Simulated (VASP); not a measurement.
# ScSi4O (P4/mmm) in VASP: notebook, part 2 of 2

VASP 6.6.1. Earlier steps stand in the parts before.

## 5. Single point, PBE

This run uses another cell than the first one, of 19.37 Å³/atom.

Input file INCAR:

```
PREC = Accurate
ENCUT = 520
EDIFF = 1E-6
ISMEAR = 0
SIGMA = 0.1
LREAL = F
LASPH = T
NELM = 80
ALGO = Normal
ISIF = 2
LWAVE = F
LCHARG = F
GGA = PE
NBANDS = 26
```

Input file KPOINTS:

```
regular mesh
0
Gamma
  8 8 8
```

Input file POSCAR:

```
ScSi4O
1.0
    4.9761960044      0.0000000000      0.0000000000
    0.0000000000      4.9761960044      0.0000000000
    0.0000000000      0.0000000000      4.6940846433
Sc Si O
1 4 1
Direct
    0.0000000000      0.0000000000      0.5000000000
    0.0000000000      0.5000000000      0.5000000000
    0.5000000000      0.0000000000      0.5000000000
    0.0000000000      0.5000000000      0.0000000000
    0.5000000000      0.0000000000      0.0000000000
    0.5000000000      0.5000000000      0.5000000000
```

Potentials or basis: VASP PAW PBE potentials, release 64 (Sc_sv, Si, O).

Run with:

```console
cat potpaw_PBE.64/Sc_sv/POTCAR potpaw_PBE.64/Si/POTCAR potpaw_PBE.64/O/POTCAR > POTCAR
mpirun -np 1 vasp_std > vasp.out
```

OUTCAR:

```text
PREC = Accurate
   ENCUT = 520
   EDIFF = 1E-6
   ISMEAR = 0
   LREAL = F
   LASPH = T
   NELM = 80
   ISIF = 2
   GGA = PE

 ion  position               nearest neighbor table
   1  0.000  0.000  0.500-   2 2.49   3 2.49   2 2.49   3 2.49
   2  0.000  0.500  0.500-   4 2.35   4 2.35   6 2.49   1 2.49   1 2.49   6 2.49
   3  0.500  0.000  0.500-   5 2.35   5 2.35   6 2.49   1 2.49   6 2.49   1 2.49
   4  0.000  0.500  0.000-   2 2.35   2 2.35
   5  0.500  0.000  0.000-   3 2.35   3 2.35
   6  0.500  0.500  0.500-   2 2.49   3 2.49   3 2.49   2 2.49

  LATTYP: Found a simple tetragonal cell.
 ALAT       =     4.9761960044
 C/A-ratio  =     0.9433078277
[... 901 lines left out ...]
  Total        0.0574588      0.0574588     -0.0382780      0.0000000     -0.0000000     -0.0000000
  in kB        0.7919933      0.7919933     -0.5276117      0.0000000     -0.0000000     -0.0000000
  external PRESSURE =       0.3521250 kB  Pullay stress =       0.0000000 kB

 VOLUME and BASIS-vectors are now :
 -----------------------------------------------------------------------------
  energy-cutoff  :      520.00
  volume of cell :      116.24
      direct lattice vectors                 reciprocal lattice vectors
     4.976196004  0.000000000  0.000000000     0.200956715  0.000000000  0.000000000
     0.000000000  4.976196004  0.000000000     0.000000000  0.200956715  0.000000000
     0.000000000  0.000000000  4.694084643     0.000000000  0.000000000  0.213034079

 POSITION                                       TOTAL-FORCE (eV/Angst)
 -----------------------------------------------------------------------------------
      0.00000      0.00000      2.34704         0.000000      0.000000      0.000000
      0.00000      2.48810      2.34704         0.000000      0.000000      0.000000
      2.48810      0.00000      2.34704         0.000000      0.000000      0.000000
      0.00000      2.48810      0.00000         0.000000      0.000000      0.000000
      2.48810      0.00000      0.00000         0.000000      0.000000      0.000000
      2.48810      2.48810      2.34704         0.000000      0.000000      0.000000
 -----------------------------------------------------------------------------------
    total drift:                                0.000000      0.000000     -0.000000

  FREE ENERGIE OF THE ION-ELECTRON SYSTEM (eV)
  ---------------------------------------------------
  free  energy   TOTEN  =       -29.4503129517 eV

  energy  without entropy=      -29.4341503313  energy(sigma->0) =      -29.44223164
```

stdout:

```text
POSCAR found type information on POSCAR ScSiO
 POSCAR found :  3 types and       6 ions
 scaLAPACK will be used
 LDA part: xc-table for (Slater+PW92), standard interpolation
 POSCAR, INCAR and KPOINTS ok, starting setup
 FFT: planning ... GRIDC
 FFT: planning ... GRID_SOFT
 FFT: planning ... GRID
 WAVECAR not read
 entering main loop
```

Wall time 8.8 min (1 thread of AMD EPYC 7R13, shared host); peak memory 0.34 GiB.

Results:

- Free energy: -29.4503 eV
- Pressure: 0.0 GPa
- Band gap on the k mesh: zero (an odd number of electrons rules out a gap without spin polarisation)

Caveat: an odd number of electrons without spin polarisation forces a metal; a magnetic or distorted state may lie lower.

## 6. Relaxation of cell and atoms, PBE

This run uses another cell than the first one, of 19.07 Å³/atom.

Input file INCAR:

```
SYSTEM = ScSi4O
  PREC = Accurate
  ENCUT = 600
  EDIFF = 1E-7
  ISMEAR = 0
  SIGMA = 0.1
  LREAL = .False.
  LASPH = .True.
  NELM = 80
  ALGO = Normal
  ISIF = 3
  LWAVE = .False.
  LCHARG = .False.
  GGA = PE
  IBRION = 2
  NSW = 100
  EDIFFG = -0.01
```

Input file KPOINTS:

```
regular mesh
0
Gamma
  8 8 8
  0 0 0
```

Changes to POSCAR since step 5:

```diff
@@ -2,5 +2,5 @@
 1.0
-    4.9761960044      0.0000000000      0.0000000000
-    0.0000000000      4.9761960044      0.0000000000
-    0.0000000000      0.0000000000      4.6940846433
+    4.9301210656      0.0000000000      0.0000000000
+    0.0000000000      4.9301210656      0.0000000000
+    0.0000000000      0.0000000000      4.7069078342
 Sc Si O
```

Potentials or basis: VASP PAW PBE potentials, release 64 (Sc_sv, Si, O).

Run with:

```console
cat potpaw_PBE.64/Sc_sv/POTCAR potpaw_PBE.64/Si/POTCAR potpaw_PBE.64/O/POTCAR > POTCAR
mpirun -np 1 vasp_std > vasp.out
```

Run time: 19 min. Hardware: 1 thread of AMD EPYC 7R13, shared host; peak memory 0.37 GiB.

Results (log left out):

- Free energy: -29.4511 eV
- Relaxed volume: 19.38 Å³/atom
- Relaxed cell: a = 4.979 Å, b = 4.979 Å, c = 4.692 Å, α = 90.00°, β = 90.00°, γ = 90.00°
- Space group after relaxing (to 0.1 Å): P4/mmm (No. 123)
- Energy gained by relaxing: 1.8 meV/atom
- Ionic steps: 4
- Pressure after relaxing: 0.0 GPa
- Band gap on the k mesh: zero (an odd number of electrons rules out a gap without spin polarisation)

Step by step:
| step | energy change (eV) | largest force (eV/Å) | pressure (GPa) | volume (Å³) |
| --- | --- | --- | --- | --- |
| 1 | 0.0000 | 0.0000 | 0.96 | 114.41 |
| 2 | -0.0106 | 0.0000 | -0.03 | 116.31 |
| 3 | -0.0107 | 0.0000 | -0.13 | 116.52 |
| 4 | -0.0109 | 0.0000 | 0.01 | 116.30 |

Final structure:
```xyz
6
Lattice="4.9788 0.0000 0.0000 0.0000 4.9788 0.0000 0.0000 0.0000 4.6916" Properties=species:S:1:pos:R:3 pbc="T T T"
Sc    0.0000    0.0000    2.3458
Si    0.0000    2.4894    2.3458
Si    2.4894    0.0000    2.3458
Si    0.0000    2.4894    0.0000
Si    2.4894    0.0000    0.0000
O     2.4894    2.4894    2.3458
```

Levels at points of the mesh, in eV from the Fermi level:
| k point | band 13 | band 14 | band 15 | band 16 | band 17 | band 18 | band 19 | band 20 |
| --- | --- | --- | --- | --- | --- | --- | --- | --- |
| (0.00, 0.00, 0.00) | -2.16 | -1.44 | -1.44 | -1.06 | 0.68 | 0.86 | 0.86 | 1.21 |
| (0.50, 0.00, 0.00) | -2.71 | -2.11 | -1.35 | -1.07 | -0.72 | 0.32 | 0.44 | 0.99 |
| (0.50, 0.50, 0.00) | -3.00 | -1.92 | -1.79 | -0.88 | -0.64 | -0.64 | 0.90 | 1.57 |
| (0.00, 0.00, 0.50) | -2.08 | -1.58 | 0.10 | 0.10 | 0.85 | 1.11 | 1.53 | 1.53 |
| (0.50, 0.00, 0.50) | -1.47 | -1.40 | -0.93 | -0.64 | -0.04 | 0.75 | 1.19 | 1.33 |
| (0.50, 0.50, 0.50) | -1.67 | -1.67 | -1.53 | -1.32 | 0.08 | 1.99 | 1.99 | 2.02 |

Caveat: an odd number of electrons without spin polarisation forces a metal; a magnetic or distorted state may lie lower.

## 7. Summary

```tsv
task	cell	k mesh	cutoff (eV)	gap on the mesh (eV)	pressure (GPa)	relaxed volume (Å³/atom)
single point	a = 4.476, b = 4.476, c = 4.927 Å, 6 atoms	4 × 4 × 4	520	none	12.2	-
single point	a = 4.930, b = 4.930, c = 4.707 Å, 6 atoms	4 × 4 × 4	520	none	0.0	-
relaxation of cell and atoms	relaxed from a = 4.476, b = 4.476, c = 4.927 Å, 6 atoms	4 × 4 × 4	600	none	-0.1	19.11
single point	a = 4.976, b = 4.976, c = 4.694 Å, 6 atoms	8 × 8 × 8	520	none	0.0	-
relaxation of cell and atoms	relaxed from a = 4.930, b = 4.930, c = 4.707 Å, 6 atoms	8 × 8 × 8	600	none	0.0	19.38
```

Alike in all rows: level PBE; potentials or basis VASP PAW PBE potentials, release 64 (Sc_sv, Si, O); no spin polarisation; smearing gaussian 0.1 eV.

Caveats: an odd number of electrons without spin polarisation forces a metal; a magnetic or distorted state may lie lower; the stress differs along the axes, from -5 to 21 GPa (at least some runs); the volume moved by over 15 % at a fixed basis, so the end points are rough (at least some runs).

Total energies depend on the potentials used, so only differences within one code and one set of settings carry meaning.
